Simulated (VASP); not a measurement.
# H3C5 in VASP: notebook

Runs on H3C5. Level: PBE. Tasks: single point.

All numbers are computed with VASP 6.6.1; they aren't measurements. Logs are shortened: lines on timing, memory, paths and dates and some standing lists are left out, and cuts for length are marked.

### Step 1. The cell of the first run

The cell holds a slab with vacuum, 32 atoms: a = 5.049 Å, b = 5.049 Å, c = 17.136 Å, α = 90.00°, β = 90.00°, γ = 90.00°.

### Step 2. Single point, PBE

Contents of INCAR:

```
PREC = Accurate
ENCUT = 520
EDIFF = 1E-6
ISMEAR = 0
SIGMA = 0.05
LREAL = Auto
LASPH = True
NELM = 100
ALGO = Normal
ISIF = 2
LWAVE = False
LCHARG = False
GGA = PE
NBANDS = 68
```

Contents of KPOINTS:

```
Automatic mesh
0
Gamma
  1 1 1
```

Contents of POSCAR:

```
H3C5
1.0
    5.0487420000      0.0000000000      0.0000000000
    0.0000000000      5.0487420000      0.0000000000
    0.0000000000      0.0000000000     17.1355610000
H C
12 20
Direct
    0.4277867635      0.0000000000      0.0583581711
    0.0722132365      0.0000000000      0.0583581711
    0.9277867635      0.0000000000      0.0583581711
    0.5722132365      0.0000000000      0.0583581711
    0.4277867635      0.5000000000      0.0583581711
    0.0722132365      0.5000000000      0.0583581711
    0.9277867635      0.5000000000      0.0583581711
    0.5722132365      0.5000000000      0.0583581711
    0.7496516954      0.0102096720      0.3595671014
    0.2663932916      0.6064136373      0.4174819838
    0.7487389928      0.4912905037      0.3591790196
    1.2104134060      0.4658913052      0.4176609100
    0.2500000990      0.0000000000      0.0953981022
    0.7500000990      0.0000000000      0.0953981022
    0.2500000990      0.5000000000      0.0953981022
    0.7500000990      0.5000000000      0.0953981022
    0.2500000990      0.2500000990      0.1474827699
    0.7500000990      0.2500000990      0.1474827699
    0.2500000990      0.7500000990      0.1474827699
    0.7500000990      0.7500000990      0.1474827699
   -0.0051549475      0.2493001227      0.1934415803
    0.5052953785      0.2488493173      0.1934133934
    0.0002030209      0.7504750688      0.2033842370
    0.4997652881      0.7504505083      0.2034117237
   -0.0010485780      0.0153719481      0.2515127459
    0.5009855921      0.0152752904      0.2514404401
   -0.0013510296      0.4851539255      0.2515492781
    0.5014538275      0.4848819765      0.2514547963
    0.2499589007      0.1108081974      0.2890089796
    0.7499577122      0.0844818373      0.2996158690
    0.2498873977      0.3857786752      0.2870382826
    0.7500294133      0.4142624044      0.2996413715
```

Potentials or basis: VASP PAW PBE potentials, release 64 (H, C).

Run with:

```console
cat potpaw_PBE.64/H/POTCAR potpaw_PBE.64/C/POTCAR > POTCAR
mpirun -np 1 vasp_gam > vasp.out
```

OUTCAR:

```text
PREC = Accurate
   ENCUT = 520
   EDIFF = 1E-6
   ISMEAR = 0
   LREAL = Auto
   LASPH = True
   NELM = 100
   ISIF = 2
   GGA = PE

 ion  position               nearest neighbor table
   1  0.428  0.000  0.058-   4 0.73  13 1.10
   2  0.072  0.000  0.058-   3 0.73  13 1.10
   3  0.928  0.000  0.058-   2 0.73  14 1.10
   4  0.572  0.000  0.058-   1 0.73  14 1.10
   5  0.428  0.500  0.058-   8 0.73  15 1.10
   6  0.072  0.500  0.058-   7 0.73  15 1.10
   7  0.928  0.500  0.058-   6 0.73  16 1.10
   8  0.572  0.500  0.058-   5 0.73  16 1.10
   9  0.750  0.010  0.360-  30 1.09
  10  0.266  0.606  0.417-  12 0.76
  11  0.749  0.491  0.359-  32 1.09
  12  0.210  0.466  0.418-  10 0.76
  13  0.250  0.000  0.095-   1 1.10   2 1.10  19 1.55  17 1.55
  14  0.750  0.000  0.095-   3 1.10   4 1.10  20 1.55  18 1.55
  15  0.250  0.500  0.095-   5 1.10   6 1.10  17 1.55  19 1.55
  16  0.750  0.500  0.095-   7 1.10   8 1.10  18 1.55  20 1.55
  17  0.250  0.250  0.147-  21 1.51  22 1.51  15 1.55  13 1.55
  18  0.750  0.250  0.147-  22 1.46  21 1.47  16 1.55  14 1.55
[... 8 lines left out ...]
  27  0.999  0.485  0.252-  31 1.49  32 1.54  21 1.55  23 1.57
  28  0.501  0.485  0.251-  31 1.50  32 1.54  22 1.55  24 1.57
  29  0.250  0.111  0.289-  31 1.39  25 1.50  26 1.50
  30  0.750  0.084  0.300-   9 1.09  25 1.54  26 1.54  32 1.66
  31  0.250  0.386  0.287-  29 1.39  27 1.49  28 1.50
  32  0.750  0.414  0.300-  11 1.09  27 1.54  28 1.54  30 1.66

  LATTYP: Found a simple tetragonal cell.
 ALAT       =     5.0487420000
 C/A-ratio  =     3.3940258781

  Lattice vectors:

 A1 = (   5.0487420000,   0.0000000000,   0.0000000000)
 A2 = (   0.0000000000,   5.0487420000,   0.0000000000)
 A3 = (   0.0000000000,   0.0000000000,  17.1355610000)

Analysis of symmetry for initial positions (statically):
=====================================================================
 Subroutine PRICEL returns:
 Original cell was already a primitive cell.

 Routine SETGRP: Setting up the symmetry group for a
 simple tetragonal supercell.

 Subroutine GETGRP returns: Found  1 space group operations
 (whereof  1 operations were pure point group operations)
 out of a pool of 16 trial point group operations.

The static configuration has the point symmetry C_1 .

Analysis of symmetry for dynamics (positions and initial velocities):
=====================================================================
 Subroutine PRICEL returns:
 Original cell was already a primitive cell.

 Routine SETGRP: Setting up the symmetry group for a
 simple tetragonal supercell.

 Subroutine GETGRP returns: Found  1 space group operations
 (whereof  1 operations were pure point group operations)
 out of a pool of 16 trial point group operations.

The dynamic configuration has the point symmetry C_1 .

 Subroutine INISYM returns: Found  1 space group operations
 (whereof  1 operations are pure point group operations),
 and found     1 'primitive' translations

----------------------------------------------------------------------------------------

                                     Primitive cell

  volume of cell :     436.7820

  direct lattice vectors                    reciprocal lattice vectors
     5.048742000  0.000000000  0.000000000     0.198069143  0.000000000  0.000000000
     0.000000000  5.048742000  0.000000000     0.000000000  0.198069143  0.000000000
     0.000000000  0.000000000 17.135561000     0.000000000  0.000000000  0.058358171

  length of vectors
     5.048742000  5.048742000 17.135561000     0.198069143  0.198069143  0.058358171

  position of ions in fractional coordinates (direct lattice)
     0.427786764  0.000000000  0.058358171
     0.072213236  0.000000000  0.058358171
     0.927786764  0.000000000  0.058358171
     0.572213236  0.000000000  0.058358171
     0.427786764  0.500000000  0.058358171
     0.072213236  0.500000000  0.058358171
[... 24 lines left out ...]
     0.249887398  0.385778675  0.287038283
     0.750029413  0.414262404  0.299641372

  ion indices of the primitive-cell ions
   primitive index   ion index
                 1           1
                 2           2
                 3           3
                 4           4
                 5           5
                 6           6
[... 24 lines left out ...]
                31          31
                32          32

----------------------------------------------------------------------------------------

 KPOINTS: Automatic mesh

Automatic generation of k-mesh.
 Grid dimensions read from file:
 generate k-points for:    1    1    1

 Generating k-lattice:

  Cartesian coordinates                     Fractional coordinates (reciprocal lattice)
     0.198069143  0.000000000  0.000000000     1.000000000  0.000000000  0.000000000
     0.000000000  0.198069143  0.000000000     0.000000000  1.000000000  0.000000000
     0.000000000  0.000000000  0.058358171     0.000000000  0.000000000  1.000000000

  Length of vectors
     0.198069143  0.198069143  0.058358171

  Shift w.r.t. Gamma in fractional coordinates (k-lattice)
     0.000000000  0.000000000  0.000000000

 Subroutine IBZKPT returns following result:
 ===========================================

 Found      1 irreducible k-points:

 Following reciprocal coordinates:
            Coordinates               Weight
  0.000000  0.000000  0.000000      1.000000
   k-points           NKPTS =      1   k-points in BZ     NKDIM =      1   number of bands    NBANDS=     68
   number of dos      NEDOS =    301   number of ions     NIONS =     32
   total plane-waves  NPLWV = 204800
   dimension x,y,z NGX =    40 NGY =   40 NGZ =  128
   dimension x,y,z NGXF=    80 NGYF=   80 NGZF=  256
   ions per type =              12  20
   NGX,Y,Z   is equivalent  to a cutoff of  13.17, 13.17, 12.42 a.u.
   NGXF,Y,Z  is equivalent  to a cutoff of  26.34, 26.34, 24.84 a.u.
 SYSTEM =  unknown system
   PREC   = accura    normal or accurate (medium, high low for compatibility)
   ISTART =      0    job   : 0-new  1-cont  2-samecut
   ICHARG =      2    charge: 1-file 2-atom 10-const
   ISPIN  =      1    spin polarized calculation?
   LNONCOLLINEAR =      F non collinear calculations
   LSORBIT =      F    spin-orbit coupling
   LASPH  =      T    aspherical Exc in radial PAW
   ENCUT  =  520.0 eV  38.22 Ry    6.18 a.u.   9.39  9.39 31.86*2*pi/ulx,y,z
   NELM   =    100;   NELMIN=  2; NELMDL= -5     # of ELM steps
   EDIFF  = 0.1E-05   stopping-criterion for ELM
   LREAL  =      T    real-space projection
   EDIFFG = 0.1E-04   stopping-criterion for IOM
   NSW    =      0    number of steps for IOM
   IBRION =     -1    ionic relax: 0-MD 1-quasi-New 2-CG
   NFREE  =      0    steps in history (QN), initial steepest desc. (CG)
   ISIF   =      2    stress and relaxation
   ISYM   =      2    0-nonsym 1-usesym 2-fastsym
   POTIM  = 0.5000    time-step for ionic-motion
   TEBEG  =    0.0;   TEEND  =   0.0 temperature during run
   PSTRESS=    0.0 pullay stress
   NELECT =      92.0000    total number of electrons
   NUPDOWN=      -1.0000    fix difference up-down
   EMIN   =  10.00;   EMAX   =-10.00  energy-range for DOS
   EFERMI =   0.00;   METHOD = LEGACY
   ISMEAR =     0;   SIGMA  =   0.05  broadening in eV -4-tet -1-fermi 0-gaus
   EFERMI_NEDOS =   21; number of points for ismear=-14 and -15
   IALGO  =     38    algorithm
   IMIX   =      4    mixing-type and parameters
     AMIX     =   0.40;   BMIX     =  1.00
     AMIX_MAG =   1.60;   BMIX_MAG =  1.00
  volume/ion in A,a.u.               =      13.65        92.11
  Fermi-wavevector in a.u.,A,eV,Ry     =   0.974053  1.840693 12.908923  0.948779
  Thomas-Fermi vector in A             =   2.104482
   LORBIT       =      0    0 simple, 1 ext, 2 COOP (PROOUT), +10 PAW based schemes
   GGA     = PE    functional components
   LHFCALC =     F    Hartree Fock is set to
   AEXX    =    0.0000 exact exchange contribution
   IVDW    =     0    specifies the selected vdW correction
   LEPSILON=     F    determine dielectric tensor
   LRPA    =     F    only Hartree local field effects (RPA)
 non-spin polarized calculation
 Gauss-broadening in eV      SIGMA  =   0.05
  energy-cutoff  :      520.00
  volume of cell :      436.78
 maximum number of plane-waves:      5878
 NGX is ok and might be reduce to    40
   NGX = 19   NGY = 19   NGZ = 63

 number of electron      92.0000003 magnetization

 Free energy of the ion-electron system (eV)
  ---------------------------------------------------
  ext. energy  EPLUGINS =         0.00000000
  ---------------------------------------------------
  free energy    TOTEN  =      -197.10553426 eV

  energy without entropy =     -197.10553426  energy(sigma->0) =     -197.10553426

 E-fermi :   0.9517     XC(G=0):  -5.2293

 val. band max:        0.6749480491   @ k =   0.0000   0.0000   0.0000
 cond. band min:       2.2120517071   @ k =   0.0000   0.0000   0.0000
 fundamental gap:      1.5371036580
 Fermi energy:         0.9517161490

 k-point     1 :       0.0000    0.0000    0.0000
  band No.  band energies     occupation
      1     -20.5845      2.00000
      2     -18.2887      2.00000
      3     -16.3345      2.00000
      4     -15.9869      2.00000
      5     -15.8688      2.00000
      6     -15.8423      2.00000
[... 50 lines left out ...]
     57       5.8341      0.00000
     58       6.1931      0.00000
 [bands above 58 left out]

------------------------ aborting loop because EDIFF is reached ----------------------------------------

  FORCE on cell =-STRESS in cart. coord.  units (eV):
  Direction    XX          YY          ZZ          XY          YZ          ZX
  --------------------------------------------------------------------------------------
  -------------------------------------------------------------------------------------
  Total       99.8428849     -2.9377717     -2.6212435     -0.1602892      0.4917823      0.0727810
  in kB      366.2376767    -10.7761579     -9.6150882     -0.5879632      1.8039262      0.2669707
  external PRESSURE =     115.2821436 kB  Pullay stress =       0.0000000 kB

 VOLUME and BASIS-vectors are now :
 -----------------------------------------------------------------------------
  energy-cutoff  :      520.00
  volume of cell :      436.78
      direct lattice vectors                 reciprocal lattice vectors
     5.048742000  0.000000000  0.000000000     0.198069143  0.000000000  0.000000000
     0.000000000  5.048742000  0.000000000     0.000000000  0.198069143  0.000000000
     0.000000000  0.000000000 17.135561000     0.000000000  0.000000000  0.058358171

 POSITION                                       TOTAL-FORCE (eV/Angst)
 -----------------------------------------------------------------------------------
      2.15978      0.00000      1.00000        -9.785129     -0.054514      0.093305
      0.36459      0.00000      1.00000         9.784070     -0.057133      0.091349
      4.68416      0.00000      1.00000        -9.750820     -0.064824      0.112852
      2.88896      0.00000      1.00000         9.750785     -0.062913      0.114891
      2.15978      2.52437      1.00000        -9.785608      0.054531      0.095637
      0.36459      2.52437      1.00000         9.785047      0.054135      0.096236
[... 24 lines left out ...]
      1.26162      1.94770      4.91856         0.056498     -0.008480      0.063270
      3.78671      2.09150      5.13452        -0.031008      0.132076     -0.008360
 -----------------------------------------------------------------------------------
    total drift:                                0.002426      0.003749     -0.015393

  FREE ENERGIE OF THE ION-ELECTRON SYSTEM (eV)
  ---------------------------------------------------
  free  energy   TOTEN  =      -197.1055342601 eV

  energy  without entropy=     -197.1055342601  energy(sigma->0) =     -197.10553426
```

It took 1.8 min on 1 thread of Intel Xeon Platinum 8488C (Sapphire Rapids), shared host; peak memory 0.48 GiB.

What came out:

```yaml
Free_energy: -197.1055 eV
Largest_force: 9.786 eV/Å
Band_gap_on_the_k_mesh: 1.54 eV
```

Forces in eV/Å, atoms in the order of the input:
```
H   -9.785 -0.055  0.093
H    9.784 -0.057  0.091
H   -9.751 -0.065  0.113
H    9.751 -0.063  0.115
H   -9.786  0.055  0.096
H    9.785  0.054  0.096
H   -9.756  0.067  0.114
H    9.756  0.069  0.112
H    0.006  0.001 -0.013
H   -0.237 -0.404  0.461
H    0.021 -0.050 -0.034
H    0.240  0.633  0.345
C   -0.007 -0.104  1.359
C    0.008 -0.455  1.231
C    0.004  0.106  1.384
C   -0.008  0.452  1.225
C    0.008 -0.064 -3.483
C    0.022  0.040 -3.881
C   -0.004  0.021  0.206
C   -0.001  0.014  0.305
C   -0.019  0.015 -0.007
C   -0.029  0.089 -0.007
C    0.024 -0.036  0.022
C   -0.017 -0.063 -0.007
C   -0.050 -0.073 -0.012
C    0.051 -0.075  0.025
C   -0.101 -0.014 -0.039
C    0.059 -0.006 -0.013
C    0.003 -0.065  0.000
C    0.000 -0.090  0.047
C    0.056 -0.008  0.063
C   -0.031  0.132 -0.008
```

Caveat: the k points lie up to 1.24 Å⁻¹ apart.

(Part 1 of 2 ends here.)
